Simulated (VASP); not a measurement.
Crystal: Pt.

```
Pt
1.0
     2.62446    0.00000    0.00000
    -1.31223    2.27285    0.00000
     0.00000    0.00000    4.53176
Pt
2
Direct
  0.66667 0.33333 0.75000
  0.33333 0.66667 0.25000
```

This isn't the form of Pt at room conditions, which is fcc.

Base run:

- Program: VASP 6.6.1
- Functional: LDA
- Potentials or basis: VASP PAW LDA potentials, release 64 (Pt)
- Cutoff: 520 eV
- k mesh: 21 × 21 × 10
- Occupations: gaussian, width 0.15 eV
- Spin: collinear spin
- Starting moments: [0.25, 0.25] μB
- Fixed moment: 0.5 μB

Its results: pressure 38.4 GPa; site moments Pt +0.24 μB.

Question: The run is repeated on the same cell with these changes: fixed moment from 0.5 μB to 0.8 μB; moments at the start from [0.25, 0.25] to [0.4, 0.4]. What comes out?

Answer: Pressure 39.1 GPa; site moments Pt +0.39 μB.

Caveats: the cell stands under pressure; the total moment is fixed, so each spin has its own Fermi level.
